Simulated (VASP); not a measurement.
# ZnS (R3m) in VASP: further runs

Runs on ZnS. Level: PBEsol. Tasks: single point.

Everything below comes from runs of VASP 6.6.1. Logs are shortened: lines on timing, memory, paths and dates and some standing lists are left out, and cuts for length are marked.

### Step 1. The cell of the first run

It takes space group R3m (No. 160, trigonal). The conventional cell has a = 3.796 Å, b = 3.796 Å, c = 9.230 Å, α = 90.00°, β = 90.00°, γ = 120.00°. Within 3.1 Å of Zn (site symmetry 3m) lie 4 S at 2.32 Å. S (site symmetry 3m) has 4 Zn at 2.32 Å within 3.1 Å.

### Step 2. Single point, PBEsol (equal xy, yz and zx engineering shears of -0.5 %)

The input, INCAR:

```
ALGO     = Normal         # electronic algorithm
EDIFF    = 1E-7           # SCF threshold, eV
ENCUT    = 520            # plane-wave cutoff, eV
GGA      = PS             # functional
ISIF     = 2              # what is computed and relaxed
ISMEAR   = 0              # smearing method
LASPH    = T              # aspherical terms in the spheres
LCHARG   = F              # write CHGCAR
LREAL    = F              # projectors in reciprocal space
LWAVE    = F              # write WAVECAR
NBANDS   = 16             # bands
NELM     = 60             # most SCF steps
PREC     = Accurate       # precision mode
SIGMA    = 0.01           # smearing width, eV
```

The input, KPOINTS:

```
k-points
0
Gamma
  8 8 8
```

The input, POSCAR:

```
ZnS
1.0
   -0.0133888482      2.6710752205      2.6710752205
    2.6710752205     -0.0133888482      2.6710752205
    2.6710752205      2.6710752205     -0.0133888482
Zn S
1 1
Direct
    0.7495377694      0.7495377694      0.7495377694
    0.0004622306      0.0004622306      0.0004622306
```

Potentials or basis: VASP PAW PBE potentials, release 64 (Zn, S).

Launch:

```console
> cat potpaw_PBE.64/Zn/POTCAR potpaw_PBE.64/S/POTCAR > POTCAR
> mpirun -np 1 vasp_std > vasp.out
```

OUTCAR:

```text
EDIFF = 1E-7
   ENCUT = 520
   GGA = PS
   ISIF = 2
   ISMEAR = 0
   LASPH = T
   LREAL = F
   NELM = 60
   PREC = Accurate

 ion  position               nearest neighbor table
   1  0.750  0.750  0.750-   2 2.32   2 2.32   2 2.32   2 2.32
   2  0.000  0.000  0.000-   1 2.32   1 2.32   1 2.32   1 2.32

  LATTYP: Found a trigonal (rhomboedric) cell.
 ALAT       =     3.7774945306
 COS(alpha) =     0.4949812504

  Lattice vectors:

 A1 = (  -0.0133888482,   2.6710752205,   2.6710752205)
 A2 = (   2.6710752205,  -0.0133888482,   2.6710752205)
 A3 = (   2.6710752205,   2.6710752205,  -0.0133888482)

Analysis of symmetry for initial positions (statically):
=====================================================================
 Subroutine PRICEL returns:
 Original cell was already a primitive cell.

 Routine SETGRP: Setting up the symmetry group for a
 trigonal (rhombohedral) supercell.

 Subroutine GETGRP returns: Found  6 space group operations
 (whereof  6 operations were pure point group operations)
 out of a pool of 12 trial point group operations.

The static configuration has the point symmetry C_3v.

Analysis of symmetry for dynamics (positions and initial velocities):
=====================================================================
 Subroutine PRICEL returns:
 Original cell was already a primitive cell.

 Routine SETGRP: Setting up the symmetry group for a
 trigonal (rhombohedral) supercell.

 Subroutine GETGRP returns: Found  6 space group operations
 (whereof  6 operations were pure point group operations)
 out of a pool of 12 trial point group operations.

The dynamic configuration has the point symmetry C_3v.

 Subroutine INISYM returns: Found  6 space group operations
 (whereof  6 operations are pure point group operations),
 and found     1 'primitive' translations

----------------------------------------------------------------------------------------

                                     Primitive cell

  volume of cell :      38.4009

  direct lattice vectors                    reciprocal lattice vectors
    -0.013388848  2.671075221  2.671075221    -0.185788934  0.186724899  0.186724899
     2.671075221 -0.013388848  2.671075221     0.186724899 -0.185788934  0.186724899
     2.671075221  2.671075221 -0.013388848     0.186724899  0.186724899 -0.185788934

  length of vectors
     3.777494531  3.777494531  3.777494531     0.322877537  0.322877537  0.322877537

  position of ions in fractional coordinates (direct lattice)
     0.749537769  0.749537769  0.749537769
     0.000462231  0.000462231  0.000462231

  ion indices of the primitive-cell ions
   primitive index   ion index
                 1           1
                 2           2

----------------------------------------------------------------------------------------

 KPOINTS: k-points

Automatic generation of k-mesh.
 Grid dimensions read from file:
 generate k-points for:    8    8    8

 Generating k-lattice:

  Cartesian coordinates                     Fractional coordinates (reciprocal lattice)
    -0.023223617  0.023340612  0.023340612     0.125000000 -0.000000000 -0.000000000
     0.023340612 -0.023223617  0.023340612    -0.000000000  0.125000000 -0.000000000
     0.023340612  0.023340612 -0.023223617    -0.000000000 -0.000000000  0.125000000

  Length of vectors
     0.040359692  0.040359692  0.040359692

  Shift w.r.t. Gamma in fractional coordinates (k-lattice)
     0.000000000  0.000000000  0.000000000

 Subroutine IBZKPT returns following result:
 ===========================================

 Found     65 irreducible k-points:

 Following reciprocal coordinates:
            Coordinates               Weight
  0.000000  0.000000  0.000000      1.000000
  0.125000  0.000000 -0.000000      6.000000
  0.250000  0.000000 -0.000000      6.000000
  0.375000 -0.000000 -0.000000      6.000000
  0.500000  0.000000 -0.000000      3.000000
  0.125000  0.125000 -0.000000      6.000000
[... 16 lines left out ...]
  0.250000  0.125000  0.125000      6.000000
  0.375000  0.125000  0.125000      6.000000
 [... further k-points ...]
   k-points           NKPTS =     65   k-points in BZ     NKDIM =     65   number of bands    NBANDS=     16
   number of dos      NEDOS =    301   number of ions     NIONS =      2
   total plane-waves  NPLWV =  21952
   dimension x,y,z NGX =    28 NGY =   28 NGZ =   28
   dimension x,y,z NGXF=    56 NGYF=   56 NGZF=   56
   ions per type =               1   1
   NGX,Y,Z   is equivalent  to a cutoff of  12.32, 12.32, 12.32 a.u.
   NGXF,Y,Z  is equivalent  to a cutoff of  24.65, 24.65, 24.65 a.u.
 SYSTEM =  unknown system
   PREC   = accura    normal or accurate (medium, high low for compatibility)
   ISTART =      0    job   : 0-new  1-cont  2-samecut
   ICHARG =      2    charge: 1-file 2-atom 10-const
   ISPIN  =      1    spin polarized calculation?
   LNONCOLLINEAR =      F non collinear calculations
   LSORBIT =      F    spin-orbit coupling
   LASPH  =      T    aspherical Exc in radial PAW
   ENCUT  =  520.0 eV  38.22 Ry    6.18 a.u.   7.02  7.02  7.02*2*pi/ulx,y,z
   NELM   =     60;   NELMIN=  2; NELMDL= -5     # of ELM steps
   EDIFF  = 0.1E-06   stopping-criterion for ELM
   LREAL  =      F    real-space projection
   EDIFFG = 0.1E-05   stopping-criterion for IOM
   NSW    =      0    number of steps for IOM
   IBRION =     -1    ionic relax: 0-MD 1-quasi-New 2-CG
   NFREE  =      0    steps in history (QN), initial steepest desc. (CG)
   ISIF   =      2    stress and relaxation
   ISYM   =      2    0-nonsym 1-usesym 2-fastsym
   POTIM  = 0.5000    time-step for ionic-motion
   TEBEG  =    0.0;   TEEND  =   0.0 temperature during run
   PSTRESS=    0.0 pullay stress
   NELECT =      18.0000    total number of electrons
   NUPDOWN=      -1.0000    fix difference up-down
   EMIN   =  10.00;   EMAX   =-10.00  energy-range for DOS
   EFERMI =   0.00;   METHOD = LEGACY
   ISMEAR =     0;   SIGMA  =   0.01  broadening in eV -4-tet -1-fermi 0-gaus
   EFERMI_NEDOS =   21; number of points for ismear=-14 and -15
   IALGO  =     38    algorithm
   IMIX   =      4    mixing-type and parameters
     AMIX     =   0.40;   BMIX     =  1.00
     AMIX_MAG =   1.60;   BMIX_MAG =  1.00
  volume/ion in A,a.u.               =      19.20       129.57
  Fermi-wavevector in a.u.,A,eV,Ry     =   1.271701  2.403167 22.003677  1.617225
  Thomas-Fermi vector in A             =   2.404620
   LORBIT       =      0    0 simple, 1 ext, 2 COOP (PROOUT), +10 PAW based schemes
   GGA     = PS    functional components
   LHFCALC =     F    Hartree Fock is set to
   AEXX    =    0.0000 exact exchange contribution
   IVDW    =     0    specifies the selected vdW correction
   LEPSILON=     F    determine dielectric tensor
   LRPA    =     F    only Hartree local field effects (RPA)
 non-spin polarized calculation
 Gauss-broadening in eV      SIGMA  =   0.01
  energy-cutoff  :      520.00
  volume of cell :       38.40
 maximum number of plane-waves:      1044
   NGX = 13   NGY = 13   NGZ = 13

 number of electron      18.0000014 magnetization

 Free energy of the ion-electron system (eV)
  ---------------------------------------------------
  ext. energy  EPLUGINS =         0.00000000
  ---------------------------------------------------
  free energy    TOTEN  =        -7.58814104 eV

  energy without entropy =       -7.58814104  energy(sigma->0) =       -7.58814104

 E-fermi :   2.4168     XC(G=0):  -9.9772

 val. band max:        2.2968544128   @ k =   0.0000   0.0000   0.0000
 cond. band min:       4.3638980697   @ k =   0.0000   0.0000   0.0000
 fundamental gap:      2.0670436569
 Fermi energy:         2.4167990933

 k-point     1 :       0.0000    0.0000    0.0000
  band No.  band energies     occupation
      1     -11.0787      2.00000
      2      -4.2171      2.00000
      3      -4.2171      2.00000
      4      -4.2113      2.00000
      5      -3.6836      2.00000
      6      -3.6836      2.00000
[... 8 lines left out ...]
     15      14.0377      0.00000
     16      14.0611      0.00000

 k-point     2 :       0.1250    0.0000   -0.0000
  band No.  band energies     occupation
      1     -10.9549      2.00000
      2      -4.2194      2.00000
      3      -4.1946      2.00000
      4      -4.1898      2.00000
      5      -3.6857      2.00000
      6      -3.6853      2.00000
[... 8 lines left out ...]
     15      13.4173      0.00000
     16      14.8510      0.00000

 k-point     3 :       0.2500    0.0000   -0.0000
  band No.  band energies     occupation
      1     -10.6303      2.00000
      2      -4.1823      2.00000
      3      -4.1451      2.00000
      4      -4.1419      2.00000
      5      -3.6832      2.00000
      6      -3.6814      2.00000
[... 8 lines left out ...]
     15      13.2331      0.00000
     16      14.3358      0.00000

 k-point     4 :       0.3750   -0.0000   -0.0000
  band No.  band energies     occupation
      1     -10.2587      2.00000
      2      -4.1059      2.00000
      3      -4.1048      2.00000
      4      -3.9725      2.00000
      5      -3.6658      2.00000
      6      -3.6627      2.00000
[... 8 lines left out ...]
     15      14.2825      0.00000
     16      14.4015      0.00000

 k-point     5 :       0.5000    0.0000   -0.0000
  band No.  band energies     occupation
      1     -10.0865      2.00000
      2      -4.0935      2.00000
      3      -4.0931      2.00000
      4      -3.6532      2.00000
      5      -3.6501      2.00000
      6      -3.4824      2.00000
[... 8 lines left out ...]
     15      15.6556      0.00000
     16      15.7820      0.00000

 k-point     6 :       0.1250    0.1250   -0.0000
  band No.  band energies     occupation
      1     -10.9129      2.00000
      2      -4.2409      2.00000
      3      -4.1757      2.00000
      4      -4.1722      2.00000
      5      -3.7020      2.00000
      6      -3.6716      2.00000
[... 8 lines left out ...]
     15      14.2427      0.00000
     16      15.4024      0.00000

 k-point     7 :       0.2500    0.1250   -0.0000
  band No.  band energies     occupation
      1     -10.6537      2.00000
      2      -4.2392      2.00000
      3      -4.1240      2.00000
      4      -4.1210      2.00000
      5      -3.7110      2.00000
      6      -3.6606      2.00000
[... 8 lines left out ...]
     15      14.2176      0.00000
     16      15.8649      0.00000

 k-point     8 :       0.3750    0.1250   -0.0000
  band No.  band energies     occupation
      1     -10.2918      2.00000
      2      -4.1526      2.00000
      3      -4.0758      2.00000
      4      -4.0339      2.00000
      5      -3.6840      2.00000
      6      -3.6475      2.00000
[... 8 lines left out ...]
     15      15.0137      0.00000
     16      15.2581      0.00000

 k-point     9 :       0.5000    0.1250   -0.0000
  band No.  band energies     occupation
      1     -10.0432      2.00000
      2      -4.0985      2.00000
      3      -4.0597      2.00000
      4      -3.7647      2.00000
      5      -3.6475      2.00000
      6      -3.5259      2.00000
[... 8 lines left out ...]
     15      15.7172      0.00000
     16      15.7788      0.00000
[... 172 lines left out ...]
 k-point    19 :       0.5000    0.3750   -0.0000
  band No.  band energies     occupation
      1      -9.8031      2.00000
      2      -4.2357      2.00000
      3      -3.8868      2.00000
      4      -3.8661      2.00000
      5      -3.6159      2.00000
      6      -3.4848      2.00000
[... 8 lines left out ...]
     15      16.0341      0.00000
     16      17.1881      0.00000

 k-point    20 :      -0.3750    0.3750    0.0000
  band No.  band energies     occupation
      1      -9.7736      2.00000
      2      -4.1474      2.00000
      3      -3.9157      2.00000
      4      -3.7991      2.00000
      5      -3.6455      2.00000
      6      -3.3144      2.00000
[... 8 lines left out ...]
     15      14.7669      0.00000
     16      18.1756      0.00000

 k-point    21 :       0.5000    0.5000   -0.0000
  band No.  band energies     occupation
      1      -9.7457      2.00000
      2      -4.2816      2.00000
      3      -3.8508      2.00000
      4      -3.8484      2.00000
      5      -3.6018      2.00000
      6      -3.4589      2.00000
[... 8 lines left out ...]
     15      16.0410      0.00000
     16      16.8584      0.00000

 k-point    22 :       0.1250    0.1250    0.1250
  band No.  band energies     occupation
      1     -10.9527      2.00000
      2      -4.2148      2.00000
      3      -4.1945      2.00000
      4      -4.1945      2.00000
      5      -3.6857      2.00000
      6      -3.6857      2.00000
[... 8 lines left out ...]
     15      13.3806      0.00000
     16      14.8470      0.00000

 k-point    23 :       0.2500    0.1250    0.1250
  band No.  band energies     occupation
      1     -10.7599      2.00000
      2      -4.2168      2.00000
      3      -4.1662      2.00000
      4      -4.1475      2.00000
      5      -3.7016      2.00000
      6      -3.6706      2.00000
[... 8 lines left out ...]
     15      13.6011      0.00000
     16      15.9777      0.00000

 k-point    24 :       0.3750    0.1250    0.1250
  band No.  band energies     occupation
      1     -10.4136      2.00000
      2      -4.1391      2.00000
      3      -4.1127      2.00000
      4      -4.0967      2.00000
      5      -3.7023      2.00000
      6      -3.6494      2.00000
[... 8 lines left out ...]
     15      14.6747      0.00000
     16      15.5898      0.00000

 [... further k-points ...]
[... 5 lines left out ...]
  --------------------------------------------------------------------------------------
  -------------------------------------------------------------------------------------
  Total        0.0593844      0.0593844      0.0593844      0.0585210      0.0585210      0.0585210
  in kB        2.4776583      2.4776583      2.4776583      2.4416353      2.4416353      2.4416353
  external PRESSURE =       2.4776583 kB  Pullay stress =       0.0000000 kB

 VOLUME and BASIS-vectors are now :
 -----------------------------------------------------------------------------
  energy-cutoff  :      520.00
  volume of cell :       38.40
      direct lattice vectors                 reciprocal lattice vectors
    -0.013388848  2.671075221  2.671075221    -0.185788934  0.186724899  0.186724899
     2.671075221 -0.013388848  2.671075221     0.186724899 -0.185788934  0.186724899
     2.671075221  2.671075221 -0.013388848     0.186724899  0.186724899 -0.185788934

 POSITION                                       TOTAL-FORCE (eV/Angst)
 -----------------------------------------------------------------------------------
      3.99411      3.99411      3.99411        -0.000474     -0.000474     -0.000474
      0.00246      0.00246      0.00246         0.000474      0.000474      0.000474
 -----------------------------------------------------------------------------------
    total drift:                                0.000226      0.000226      0.000226

  FREE ENERGIE OF THE ION-ELECTRON SYSTEM (eV)
  ---------------------------------------------------
  free  energy   TOTEN  =        -7.5881410355 eV

  energy  without entropy=       -7.5881410355  energy(sigma->0) =       -7.58814104
```

Wall time 52 s (1 thread of Intel Xeon 8259CL, shared host); peak memory 0.18 GiB.

Results:

| Quantity | Value |
| --- | --- |
| Free energy | -7.5881 eV |
| Pressure | 0.2 GPa |
| Band gap on the k mesh | 2.07 eV, direct |

Caveat: the cell differs from its parent crystal (equal xy, yz and zx engineering shears of -0.5 %); the PAW data sets were made with another functional, which shifts forces and pressure a little.

### Step 3. Single point, PBEsol (equal xy, yz and zx engineering shears of +0.5 %)

The input, INCAR:

```
PREC     = Accurate       # precision mode
ENCUT    = 520            # plane-wave cutoff, eV
EDIFF    = 1E-6           # SCF threshold, eV
ISMEAR   = 0              # smearing method
SIGMA    = 0.01           # smearing width, eV
LREAL    = F              # projectors in reciprocal space
LASPH    = T              # aspherical terms in the spheres
NELM     = 60             # most SCF steps
ALGO     = Normal         # electronic algorithm
ISIF     = 2              # what is computed and relaxed
LWAVE    = F              # write WAVECAR
LCHARG   = F              # write CHGCAR
GGA      = PS             # functional
NBANDS   = 16             # bands
```

The input, KPOINTS:

```
Automatic mesh
0
Gamma
  8 8 8
```

The input, POSCAR:

```
ZnS
1.0
    0.0133888482      2.6844640688      2.6844640688
    2.6844640688      0.0133888482      2.6844640688
    2.6844640688      2.6844640688      0.0133888482
Zn S
1 1
Direct
    0.7504642143      0.7504642143      0.7504642143
   -0.0004642143     -0.0004642143     -0.0004642143
```

Potentials or basis: VASP PAW PBE potentials, release 64 (Zn, S).

Launch:

```console
> cat potpaw_PBE.64/Zn/POTCAR potpaw_PBE.64/S/POTCAR > POTCAR
> mpirun -np 1 vasp_std > vasp.out
```

Run time: 48 s. Hardware: 1 thread of Intel Xeon 8259CL, shared host; peak memory 0.18 GiB.

The run converged. Its results:

| Item | Value |
| --- | --- |
| Free energy | -7.5881 eV |
| Pressure | 0.2 GPa |
| Band gap on the k mesh | 2.08 eV, direct |

Stress tensor (GPa, compression positive):
```
 0.24 -0.24 -0.24
-0.24  0.24 -0.24
-0.24 -0.24  0.24
```

Levels at points of the mesh, in eV from the valence-band top:
```csv
k point,band 5,band 6,band 7,band 8,band 9,band 10,band 11,band 12,band 13,band 14
"(0.00, 0.00, 0.00)",-5.97,-5.97,-0.04,0.00,0.00,2.08,6.21,6.31,6.31,11.75
"(0.50, 0.00, 0.00)",-5.93,-5.76,-5.55,-0.96,-0.92,3.21,6.78,6.80,8.79,12.07
"(0.50, 0.50, 0.00)",-5.89,-5.74,-4.73,-2.39,-2.34,3.16,3.95,11.01,12.05,12.05
"(0.50, 0.50, 0.50)",-5.94,-5.77,-5.57,-0.90,-0.90,3.29,6.85,6.85,8.77,12.08
```

Caveat: the cell differs from its parent crystal (equal xy, yz and zx engineering shears of +0.5 %); the PAW data sets were made with another functional, which shifts forces and pressure a little.
